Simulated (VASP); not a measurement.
# Zn (Pm-3m) in VASP: further runs, part 2 of 3

VASP 6.6.1.

## (3) Single point, PBEsol

This run uses another cell than the first one, of 16.86 Å³/atom, 1.015 times its volume.

INCAR reads:

```
ALGO     = Normal         # electronic algorithm
EDIFF    = 1E-6           # SCF threshold, eV
ENCUT    = 500            # plane-wave cutoff, eV
GGA      = PS             # functional
GGA_COMPAT= F            
ISIF     = 2              # what is computed and relaxed
ISMEAR   = 0              # smearing method
LASPH    = T              # aspherical terms in the spheres
LCHARG   = F              # write CHGCAR
LREAL    = F              # projectors in reciprocal space
LWAVE    = F              # write WAVECAR
NBANDS   = 12             # bands
NELM     = 120            # most SCF steps
PREC     = Accurate       # precision mode
SIGMA    = 0.05           # smearing width, eV
```

KPOINTS reads:

```
k-points
0
Gamma
  17 17 17
```

POSCAR reads:

```
Zn
1.0
    2.5640866172      0.0000000000      0.0000000000
    0.0000000000      2.5640866172      0.0000000000
    0.0000000000      0.0000000000      2.5640866172
Zn
1
Direct
    0.0000000000      0.0000000000      0.0000000000
```

Potentials or basis: VASP PAW PBE potentials, release 64 (Zn).

Run with:

```bash
$ cat potpaw_PBE.64/Zn/POTCAR > POTCAR
$ mpirun -np 1 vasp_std > vasp.out
```

OUTCAR:

```text
EDIFF = 1E-6
   ENCUT = 500
   GGA = PS
   ISIF = 2
   ISMEAR = 0
   LASPH = T
   LREAL = F
   NELM = 120
   PREC = Accurate

 ion  position               nearest neighbor table
   1  0.000  0.000  0.000-

  LATTYP: Found a simple cubic cell.
 ALAT       =     2.5640866172

  Lattice vectors:

 A1 = (   2.5640866172,   0.0000000000,   0.0000000000)
 A2 = (   0.0000000000,   2.5640866172,   0.0000000000)
 A3 = (   0.0000000000,   0.0000000000,   2.5640866172)

Analysis of symmetry for initial positions (statically):
=====================================================================
 Subroutine PRICEL returns:
 Original cell was already a primitive cell.

 Routine SETGRP: Setting up the symmetry group for a
 simple cubic supercell.

 Subroutine GETGRP returns: Found 48 space group operations
 (whereof 48 operations were pure point group operations)
 out of a pool of 48 trial point group operations.

The static configuration has the point symmetry O_h .

Analysis of symmetry for dynamics (positions and initial velocities):
=====================================================================
 Subroutine PRICEL returns:
 Original cell was already a primitive cell.

 Routine SETGRP: Setting up the symmetry group for a
 simple cubic supercell.

 Subroutine GETGRP returns: Found 48 space group operations
 (whereof 48 operations were pure point group operations)
 out of a pool of 48 trial point group operations.

The dynamic configuration has the point symmetry O_h .

 Subroutine INISYM returns: Found 48 space group operations
 (whereof 48 operations are pure point group operations),
 and found     1 'primitive' translations

----------------------------------------------------------------------------------------

                                     Primitive cell

  volume of cell :      16.8577

  direct lattice vectors                    reciprocal lattice vectors
     2.564086617  0.000000000  0.000000000     0.390002426  0.000000000  0.000000000
     0.000000000  2.564086617  0.000000000     0.000000000  0.390002426  0.000000000
     0.000000000  0.000000000  2.564086617     0.000000000  0.000000000  0.390002426

  length of vectors
     2.564086617  2.564086617  2.564086617     0.390002426  0.390002426  0.390002426

  position of ions in fractional coordinates (direct lattice)
     0.000000000  0.000000000  0.000000000

  ion indices of the primitive-cell ions
   primitive index   ion index
                 1           1

----------------------------------------------------------------------------------------

 KPOINTS: k-points

Automatic generation of k-mesh.
 Grid dimensions read from file:
 generate k-points for:   17   17   17

 Generating k-lattice:

  Cartesian coordinates                     Fractional coordinates (reciprocal lattice)
     0.022941319  0.000000000  0.000000000     0.058823529  0.000000000  0.000000000
     0.000000000  0.022941319  0.000000000     0.000000000  0.058823529  0.000000000
     0.000000000  0.000000000  0.022941319     0.000000000  0.000000000  0.058823529

  Length of vectors
     0.022941319  0.022941319  0.022941319

  Shift w.r.t. Gamma in fractional coordinates (k-lattice)
     0.000000000  0.000000000  0.000000000

 Subroutine IBZKPT returns following result:
 ===========================================

 Found    165 irreducible k-points:

 Following reciprocal coordinates:
            Coordinates               Weight
  0.000000  0.000000  0.000000      1.000000
  0.058824  0.000000  0.000000      6.000000
  0.117647  0.000000  0.000000      6.000000
  0.176471  0.000000  0.000000      6.000000
  0.235294  0.000000  0.000000      6.000000
  0.294118  0.000000  0.000000      6.000000
[... 16 lines left out ...]
  0.411765  0.117647  0.000000     24.000000
  0.470588  0.117647  0.000000     24.000000
 [... further k-points ...]
   k-points           NKPTS =    165   k-points in BZ     NKDIM =    165   number of bands    NBANDS=     12
   number of dos      NEDOS =    301   number of ions     NIONS =      1
   total plane-waves  NPLWV =   8000
   dimension x,y,z NGX =    20 NGY =   20 NGZ =   20
   dimension x,y,z NGXF=    40 NGYF=   40 NGZF=   40
   ions per type =               1
   NGX,Y,Z   is equivalent  to a cutoff of  12.97, 12.97, 12.97 a.u.
   NGXF,Y,Z  is equivalent  to a cutoff of  25.93, 25.93, 25.93 a.u.
 SYSTEM =  unknown system
   PREC   = accura    normal or accurate (medium, high low for compatibility)
   ISTART =      0    job   : 0-new  1-cont  2-samecut
   ICHARG =      2    charge: 1-file 2-atom 10-const
   ISPIN  =      1    spin polarized calculation?
   LNONCOLLINEAR =      F non collinear calculations
   LSORBIT =      F    spin-orbit coupling
   LASPH  =      T    aspherical Exc in radial PAW
   ENCUT  =  500.0 eV  36.75 Ry    6.06 a.u.   4.67  4.67  4.67*2*pi/ulx,y,z
   NELM   =    120;   NELMIN=  2; NELMDL= -5     # of ELM steps
   EDIFF  = 0.1E-05   stopping-criterion for ELM
   LREAL  =      F    real-space projection
   EDIFFG = 0.1E-04   stopping-criterion for IOM
   NSW    =      0    number of steps for IOM
   IBRION =     -1    ionic relax: 0-MD 1-quasi-New 2-CG
   NFREE  =      0    steps in history (QN), initial steepest desc. (CG)
   ISIF   =      2    stress and relaxation
   ISYM   =      2    0-nonsym 1-usesym 2-fastsym
   POTIM  = 0.5000    time-step for ionic-motion
   TEBEG  =    0.0;   TEEND  =   0.0 temperature during run
   PSTRESS=    0.0 pullay stress
   NELECT =      12.0000    total number of electrons
   NUPDOWN=      -1.0000    fix difference up-down
   EMIN   =  10.00;   EMAX   =-10.00  energy-range for DOS
   EFERMI =   0.00;   METHOD = LEGACY
   ISMEAR =     0;   SIGMA  =   0.05  broadening in eV -4-tet -1-fermi 0-gaus
   EFERMI_NEDOS =   21; number of points for ismear=-14 and -15
   IALGO  =     38    algorithm
   IMIX   =      4    mixing-type and parameters
     AMIX     =   0.40;   BMIX     =  1.00
     AMIX_MAG =   1.60;   BMIX_MAG =  1.00
  volume/ion in A,a.u.               =      16.86       113.76
  Fermi-wavevector in a.u.,A,eV,Ry     =   1.461737  2.762282 29.071226  2.136675
  Thomas-Fermi vector in A             =   2.578033
   LORBIT       =      0    0 simple, 1 ext, 2 COOP (PROOUT), +10 PAW based schemes
   GGA     = PS    functional components
   LHFCALC =     F    Hartree Fock is set to
   AEXX    =    0.0000 exact exchange contribution
   IVDW    =     0    specifies the selected vdW correction
   LEPSILON=     F    determine dielectric tensor
   LRPA    =     F    only Hartree local field effects (RPA)
 non-spin polarized calculation
 Gauss-broadening in eV      SIGMA  =   0.05
  energy-cutoff  :      500.00
  volume of cell :       16.86
 maximum number of plane-waves:       449
 NGX is ok and might be reduce to    20
   NGX =  9   NGY =  9   NGZ =  9

 number of electron      11.9999979 magnetization

 Free energy of the ion-electron system (eV)
  ---------------------------------------------------
  ext. energy  EPLUGINS =         0.00000000
  ---------------------------------------------------
  free energy    TOTEN  =        -1.29521276 eV

  energy without entropy =       -1.29464601  energy(sigma->0) =       -1.29492939

 E-fermi :   2.0298     XC(G=0): -11.1074

 val. band max:        2.0186062805   @ k =   0.4706   0.2941   0.2941
 cond. band min:       2.0312071765   @ k =   0.4118   0.1176   0.1176
 fundamental gap:      0.0126008960
 Fermi energy:         2.0297882866

 k-point     1 :       0.0000    0.0000    0.0000
  band No.  band energies     occupation
      1      -7.4357      2.00000
      2      -6.0414      2.00000
      3      -6.0414      2.00000
      4      -4.7128      2.00000
      5      -4.7128      2.00000
      6      -4.7128      2.00000
      7      14.8881      0.00000
      8      14.8881      0.00000
      9      14.8881      0.00000
     10      17.8562      0.00000
     11      17.8562      0.00000
     12      20.8805      0.00000

 k-point     2 :       0.0588    0.0000    0.0000
  band No.  band energies     occupation
      1      -7.3548      2.00000
      2      -6.0366      2.00000
      3      -6.0177      2.00000
      4      -4.7264      2.00000
      5      -4.7264      2.00000
      6      -4.7117      2.00000
      7      13.5398      0.00000
      8      14.9834      0.00000
      9      14.9834      0.00000
     10      17.9145      0.00000
     11      18.8643      0.00000
     12      21.3992      0.00000
[... 316 lines left out ...]
 k-point    24 :       0.4706    0.1176    0.0000
  band No.  band energies     occupation
      1      -5.8602      2.00000
      2      -5.6606      2.00000
      3      -5.2561      2.00000
      4      -5.0879      2.00000
      5      -4.7268      2.00000
      6      -1.2960      2.00000
      7       0.1353      2.00000
      8      16.2170      0.00000
      9      18.2930      0.00000
     10      20.0265      0.00000
     11      22.3075      0.00000
     12      24.1790      0.00000

 [... further k-points ...]
[... 5 lines left out ...]
  --------------------------------------------------------------------------------------
  -------------------------------------------------------------------------------------
  Total        0.0446277      0.0446277      0.0446277     -0.0000000      0.0000000      0.0000000
  in kB        4.2414779      4.2414779      4.2414779     -0.0000000      0.0000000      0.0000000
  external PRESSURE =       4.2414779 kB  Pullay stress =       0.0000000 kB

 VOLUME and BASIS-vectors are now :
 -----------------------------------------------------------------------------
  energy-cutoff  :      500.00
  volume of cell :       16.86
      direct lattice vectors                 reciprocal lattice vectors
     2.564086617  0.000000000  0.000000000     0.390002426  0.000000000  0.000000000
     0.000000000  2.564086617  0.000000000     0.000000000  0.390002426  0.000000000
     0.000000000  0.000000000  2.564086617     0.000000000  0.000000000  0.390002426

 POSITION                                       TOTAL-FORCE (eV/Angst)
 -----------------------------------------------------------------------------------
      0.00000      0.00000      0.00000         0.000000      0.000000      0.000000
 -----------------------------------------------------------------------------------
    total drift:                                0.000000      0.000000      0.000000

  FREE ENERGIE OF THE ION-ELECTRON SYSTEM (eV)
  ---------------------------------------------------
  free  energy   TOTEN  =        -1.2952127637 eV

  energy  without entropy=       -1.2946460083  energy(sigma->0) =       -1.29492939
```

Run time: 16 s. Hardware: 1 thread of Intel Xeon 6975P-C (Granite Rapids), shared host; peak memory 0.14 GiB.

What came out:

| Item | Value |
| --- | --- |
| Free energy | -1.2952 eV |
| Pressure | 0.4 GPa |
| Band gap on the k mesh | zero (band 6 reaches 7.27 eV, above the bottom of band 7 at -0.16 eV) |

Caveat: the PAW data sets were made with another functional, which shifts forces and pressure a little.

(Part 2 of 3 ends here.)
